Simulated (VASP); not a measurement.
# Si3Ge (P1) in VASP: single point with PBEsol

Aim: the single point of Si3Ge with PBEsol.

Program: VASP 6.6.1. These are calculated values, not measurements. Logs are shortened: lines on timing, memory, paths and dates and some standing lists are left out, and cuts for length are marked.

## 1. The cell of the first run

The typed cell holds 128 atoms: a = 15.516 Å, b = 15.516 Å, c = 15.516 Å, α = 60.00°, β = 60.00°, γ = 60.00°.

## 2. Single point, PBEsol

File INCAR:

```
SYSTEM = Si3Ge
PREC = Accurate ; ENCUT = 550
EDIFF = 1E-6 ; ISMEAR = -1
SIGMA = 0.05 ; LREAL = Auto
LASPH = .True. ; NELM = 120
ALGO = Normal ; ISIF = 2
LWAVE = .False. ; LCHARG = .False.
GGA = PS ; NBANDS = 486
GGA_COMPAT = .False. ; ISYM = -1
KPAR = 1
```

File KPOINTS:

```
explicit points
1
Reciprocal
  0.50000000   0.50000000   0.50000000 1
```

File POSCAR:

```
Si3Ge
1.0
    0.0000000000     10.9718104117     10.9718104117
   10.9718104117      0.0000000000     10.9718104117
   10.9718104117     10.9718104117      0.0000000000
Si Ge
96 32
Direct
    0.9996700000      0.0000250000      0.9997580000
    0.4998890000      0.9993170000      0.9993770000
    0.0001430000      0.4997380000      0.9998340000
    0.0002850000      0.9982680000      0.5026100000
    0.2489040000      0.2499870000      0.2498370000
    0.5005850000      0.5007570000      0.9997330000
[... 120 lines left out ...]
    0.5631200000      0.8087280000      0.3125790000
    0.5600230000      0.8144650000      0.8137300000
```

Potentials or basis: VASP PAW PBE potentials, release 64 (Si, Ge_d).

Started as:

```console
cat potpaw_PBE.64/Si/POTCAR potpaw_PBE.64/Ge_d/POTCAR > POTCAR
mpirun -np 4 vasp_std > vasp.out
```

OUTCAR:

```text
SYSTEM = Si3Ge
   PREC = Accurate
   ENCUT = 550
   EDIFF = 1E-6
   ISMEAR = -1
   LREAL = Auto
   LASPH = .True.
   NELM = 120
   ISIF = 2
   GGA = PS
   ISYM = -1

 ion  position               nearest neighbor table
   1  1.000  0.000  1.000-  86 2.36  40 2.36  63 2.37  15 2.38
   2  0.500  0.999  0.999-  16 2.35  43 2.36  66 2.37  85 2.37
   3  0.000  0.500  1.000-  45 2.36  60 2.36  90 2.37  17 2.37
   4  0.000  0.998  0.503-  71 2.35  91 2.36  18 2.36 109 2.40
   5  0.249  0.250  0.250-  87 2.35  19 2.36  61 2.36  37 2.36
   6  0.501  0.501  1.000- 113 2.38 118 2.38  99 2.39 125 2.39
[... 120 lines left out ...]
 127  0.563  0.809  0.313-  81 2.39  58 2.39  12 2.39 105 2.43
 128  0.560  0.814  0.814-  84 2.38  52 2.39  34 2.39  98 2.44

IMPORTANT INFORMATION: All symmetrisations will be switched off!
NOSYMM: (Re-)initialisation of all symmetry stuff for point group C_1.

----------------------------------------------------------------------------------------

                                     Primitive cell

  volume of cell :    2641.5868

  direct lattice vectors                    reciprocal lattice vectors
     0.000000000 10.971810412 10.971810412    -0.045571331  0.045571331  0.045571331
    10.971810412  0.000000000 10.971810412     0.045571331 -0.045571331  0.045571331
    10.971810412 10.971810412  0.000000000     0.045571331  0.045571331 -0.045571331

  length of vectors
    15.516483088 15.516483088 15.516483088     0.078931860  0.078931860  0.078931860

  position of ions in fractional coordinates (direct lattice)
     0.999670000  0.000025000  0.999758000
     0.499889000  0.999317000  0.999377000
     0.000143000  0.499738000  0.999834000
     0.000285000  0.998268000  0.502610000
     0.248904000  0.249987000  0.249837000
     0.500585000  0.500757000  0.999733000
[... 120 lines left out ...]
     0.563120000  0.808728000  0.312579000
     0.560023000  0.814465000  0.813730000

  ion indices of the primitive-cell ions
   primitive index   ion index
                 1           1
                 2           2
                 3           3
                 4           4
                 5           5
                 6           6
[... 120 lines left out ...]
               127         127
               128         128

----------------------------------------------------------------------------------------

 KPOINTS: explicit points

Read explicit list of k-points.

 Found      1 k-points:
   k-points           NKPTS =      1   k-points in BZ     NKDIM =      1   number of bands    NBANDS=    488
   number of dos      NEDOS =    301   number of ions     NIONS =    128
   total plane-waves  NPLWV = ******
   dimension x,y,z NGX =   120 NGY =  120 NGZ =  120
   dimension x,y,z NGXF=   240 NGYF=  240 NGZF=  240
   ions per type =              96  32
   NGX,Y,Z   is equivalent  to a cutoff of  12.86, 12.86, 12.86 a.u.
   NGXF,Y,Z  is equivalent  to a cutoff of  25.71, 25.71, 25.71 a.u.
 SYSTEM =  Si3Ge
   PREC   = accura    normal or accurate (medium, high low for compatibility)
   ISTART =      0    job   : 0-new  1-cont  2-samecut
   ICHARG =      2    charge: 1-file 2-atom 10-const
   ISPIN  =      1    spin polarized calculation?
   LNONCOLLINEAR =      F non collinear calculations
   LSORBIT =      F    spin-orbit coupling
   LASPH  =      T    aspherical Exc in radial PAW
   ENCUT  =  550.0 eV  40.42 Ry    6.36 a.u.  29.67 29.67 29.67*2*pi/ulx,y,z
   NELM   =    120;   NELMIN=  2; NELMDL= -5     # of ELM steps
   EDIFF  = 0.1E-05   stopping-criterion for ELM
   LREAL  =      T    real-space projection
   EDIFFG = 0.1E-04   stopping-criterion for IOM
   NSW    =      0    number of steps for IOM
   IBRION =     -1    ionic relax: 0-MD 1-quasi-New 2-CG
   NFREE  =      0    steps in history (QN), initial steepest desc. (CG)
   ISIF   =      2    stress and relaxation
   ISYM   =     -1    0-nonsym 1-usesym 2-fastsym
   POTIM  = 0.5000    time-step for ionic-motion
   TEBEG  =    0.0;   TEEND  =   0.0 temperature during run
   PSTRESS=    0.0 pullay stress
   NELECT =     832.0000    total number of electrons
   NUPDOWN=      -1.0000    fix difference up-down
   EMIN   =  10.00;   EMAX   =-10.00  energy-range for DOS
   EFERMI =   0.00;   METHOD = LEGACY
   ISMEAR =    -1;   SIGMA  =   0.05  broadening in eV -4-tet -1-fermi 0-gaus
   EFERMI_NEDOS =   21; number of points for ismear=-14 and -15
   IALGO  =     38    algorithm
   IMIX   =      4    mixing-type and parameters
     AMIX     =   0.40;   BMIX     =  1.00
     AMIX_MAG =   1.60;   BMIX_MAG =  1.00
  volume/ion in A,a.u.               =      20.64       139.27
  Fermi-wavevector in a.u.,A,eV,Ry     =   1.113852  2.104876 16.880302  1.240667
  Thomas-Fermi vector in A             =   2.250441
   LORBIT       =      0    0 simple, 1 ext, 2 COOP (PROOUT), +10 PAW based schemes
   GGA     = PS    functional components
   LHFCALC =     F    Hartree Fock is set to
   AEXX    =    0.0000 exact exchange contribution
   IVDW    =     0    specifies the selected vdW correction
   LEPSILON=     F    determine dielectric tensor
   LRPA    =     F    only Hartree local field effects (RPA)
 non-spin polarized calculation
  energy-cutoff  :      550.00
  volume of cell :     2641.59
 maximum number of plane-waves:     77328
 NGX is ok and might be reduce to   120
   NGX = 59   NGY = 59   NGZ = 59

 number of electron     831.9999962 magnetization

 Free energy of the ion-electron system (eV)
  ---------------------------------------------------
  ext. energy  EPLUGINS =         0.00000000
  ---------------------------------------------------
  free energy    TOTEN  =      -708.56123950 eV

  energy without entropy =     -708.56078886  energy(sigma->0) =     -708.56101418

 E-fermi :   5.7627     XC(G=0):  -9.7219

 val. band max:        5.3053463780   @ k =   0.5000   0.5000   0.5000
 cond. band min:       6.2260668930   @ k =   0.5000   0.5000   0.5000
 fundamental gap:      0.9207205149
 Fermi energy:         5.7626577028

 k-point     1 :       0.5000    0.5000    0.5000
  band No.  band energies     occupation
      1     -18.8324      2.00000
      2     -18.8185      2.00000
      3     -18.8147      2.00000
      4     -18.8055      2.00000
      5     -18.7962      2.00000
      6     -18.7933      2.00000
[... 420 lines left out ...]
    427       6.7652      0.00000
    428       6.7918      0.00000
 [bands above 428 left out]

------------------------ aborting loop because EDIFF is reached ----------------------------------------

  FORCE on cell =-STRESS in cart. coord.  units (eV):
  Direction    XX          YY          ZZ          XY          YZ          ZX
  --------------------------------------------------------------------------------------
  -------------------------------------------------------------------------------------
  Total        0.7870763      0.8261772      0.8306497    -18.4467749    -18.3832373    -18.3662856
  in kB        0.4773781      0.5010936      0.5038063    -11.1883527    -11.1498159    -11.1395343
  external PRESSURE =       0.4940927 kB  Pullay stress =       0.0000000 kB

 VOLUME and BASIS-vectors are now :
 -----------------------------------------------------------------------------
  energy-cutoff  :      550.00
  volume of cell :     2641.59
      direct lattice vectors                 reciprocal lattice vectors
     0.000000000 10.971810412 10.971810412    -0.045571331  0.045571331  0.045571331
    10.971810412  0.000000000 10.971810412     0.045571331 -0.045571331  0.045571331
    10.971810412 10.971810412  0.000000000     0.045571331  0.045571331 -0.045571331

 POSITION                                       TOTAL-FORCE (eV/Angst)
 -----------------------------------------------------------------------------------
     10.96943     21.93734     10.96846        -0.001714      0.012023     -0.000287
     21.92929     16.44966     16.44900         0.001874      0.002743     -0.002818
     16.45302     10.97156      5.48460         0.003377     -0.009449      0.012732
     16.46735      5.51767     10.95593        -0.000361     -0.007855      0.011355
      5.48397      5.47209      5.47374        -0.006433      0.003081      0.003087
     16.46309     16.46120     10.98653        -0.005964     -0.006578     -0.013358
[... 120 lines left out ...]
     12.30277      9.60800     15.05166         0.011759      0.005419      0.003668
     17.86425     15.07256     15.08062        -0.009125     -0.000527     -0.008342
 -----------------------------------------------------------------------------------
    total drift:                               -0.002070      0.015648      0.000343

  FREE ENERGIE OF THE ION-ELECTRON SYSTEM (eV)
  ---------------------------------------------------
  free  energy   TOTEN  =      -708.5612394964 eV

  energy  without entropy=     -708.5607888605  energy(sigma->0) =     -708.56101418
```

Run time: 31 min. Hardware: 4 MPI ranks of Intel Xeon Platinum 8488C (Sapphire Rapids), shared host; peak memory 1.2 GiB.

Results:

```
Free energy            : -708.5612 eV
Pressure               : 0.0 GPa
Largest force          : 0.036 eV/Å
Band gap on the k mesh : 0.92 eV
```

Forces in eV/Å, atoms in the order of the input:
```
Si  -0.002  0.012  0.000
Si   0.002  0.003 -0.003
Si   0.003 -0.009  0.013
Si   0.000 -0.008  0.011
Si  -0.006  0.003  0.003
Si  -0.006 -0.007 -0.013
Si  -0.009  0.009 -0.001
Si  -0.008 -0.013  0.018
Si  -0.008 -0.017 -0.006
Si  -0.014 -0.013  0.007
Si   0.004 -0.008  0.014
Si   0.009  0.002  0.006
Si   0.009  0.001  0.017
Si  -0.007  0.017  0.021
Si  -0.006 -0.006 -0.001
Si   0.004  0.001 -0.005
Si   0.003 -0.003 -0.012
Si   0.005 -0.016  0.005
Si  -0.001 -0.001  0.012
Si   0.010  0.005 -0.003
Si   0.016  0.007 -0.006
Si   0.005  0.008 -0.005
Si   0.012  0.010 -0.019
Si  -0.008  0.007 -0.002
Si   0.006  0.005  0.014
Si  -0.008  0.003 -0.002
Si  -0.008 -0.004  0.002
Si   0.005 -0.004  0.011
Si  -0.002  0.011 -0.001
Si   0.006 -0.002  0.007
Si  -0.002  0.016  0.007
Si  -0.018 -0.013  0.017
Si  -0.001  0.001  0.004
Si  -0.015  0.003  0.003
Si  -0.020 -0.001  0.010
Si  -0.011  0.008  0.003
Si  -0.009  0.003  0.015
Si  -0.010  0.004  0.011
Si   0.005 -0.012 -0.013
Si  -0.009  0.002 -0.008
Si   0.010  0.019 -0.005
Si  -0.005 -0.009  0.001
Si   0.003  0.004 -0.001
Si  -0.013 -0.005  0.004
Si   0.013  0.002  0.001
Si  -0.002 -0.009 -0.012
Si   0.014 -0.023 -0.009
Si   0.000  0.004  0.007
Si  -0.002 -0.010 -0.005
Si   0.001  0.011 -0.008
Si  -0.005  0.005 -0.004
Si  -0.010  0.015  0.010
Si   0.011  0.002 -0.024
Si  -0.002 -0.009 -0.001
Si   0.005 -0.004  0.004
Si  -0.017  0.030 -0.009
Si  -0.003  0.005  0.022
Si  -0.003 -0.004  0.008
Si   0.003 -0.005 -0.009
Si   0.006  0.002 -0.010
Si  -0.001  0.009  0.006
Si   0.012  0.010 -0.022
Si   0.008 -0.007  0.007
Si   0.010  0.002  0.006
Si  -0.004 -0.018 -0.011
Si   0.002 -0.006  0.003
Si   0.009  0.004 -0.007
Si  -0.009  0.007  0.009
Si  -0.001  0.007 -0.010
Si  -0.009  0.018 -0.015
Si   0.006  0.008 -0.008
Si   0.017 -0.015  0.004
Si   0.002  0.003  0.006
Si   0.000 -0.004  0.011
Si   0.005  0.009  0.010
Si   0.004  0.005  0.006
Si   0.007  0.006 -0.020
Si   0.009 -0.011  0.002
Si   0.016  0.003 -0.009
Si   0.006  0.003 -0.007
Si  -0.008 -0.001  0.003
Si   0.005 -0.007 -0.005
Si  -0.004  0.007  0.016
Si   0.004 -0.014  0.008
Si  -0.010 -0.008  0.009
Si  -0.013 -0.007  0.003
Si  -0.004  0.005 -0.017
Si  -0.001  0.011 -0.008
Si  -0.003 -0.012 -0.006
Si   0.002  0.009  0.002
Si   0.001 -0.012  0.003
Si  -0.011  0.001  0.002
Si   0.009  0.004 -0.011
Si   0.010  0.002 -0.004
Si  -0.010 -0.010  0.007
Si   0.008 -0.009 -0.011
Ge  -0.010  0.001 -0.003
Ge  -0.016 -0.002  0.001
Ge   0.004  0.001  0.004
Ge  -0.009 -0.001 -0.010
Ge   0.023  0.001  0.012
Ge  -0.004 -0.004 -0.011
Ge  -0.002  0.005 -0.015
Ge  -0.002 -0.005 -0.005
Ge   0.010  0.000  0.003
Ge   0.003  0.005 -0.002
Ge  -0.007 -0.010  0.005
Ge   0.022  0.003  0.007
Ge  -0.002  0.011 -0.008
Ge  -0.014 -0.006 -0.003
Ge   0.008 -0.002  0.002
Ge   0.001  0.001  0.004
Ge   0.007  0.000  0.000
Ge   0.013  0.003 -0.011
Ge  -0.008 -0.003 -0.014
Ge   0.007  0.002  0.016
Ge  -0.003  0.000 -0.005
Ge   0.006  0.001  0.004
Ge  -0.005 -0.006 -0.012
Ge   0.004 -0.005  0.002
Ge   0.007 -0.002  0.006
Ge  -0.002 -0.001  0.008
Ge   0.001  0.008  0.003
Ge  -0.018 -0.006 -0.007
Ge  -0.003 -0.003  0.000
Ge   0.008 -0.007 -0.010
Ge   0.012  0.005  0.004
Ge  -0.009 -0.001 -0.008
```

Caveat: the PAW data sets were made with another functional, which shifts forces and pressure a little; a shifted mesh leaves out Γ, where band edges can lie. A k mesh can miss the band edges.
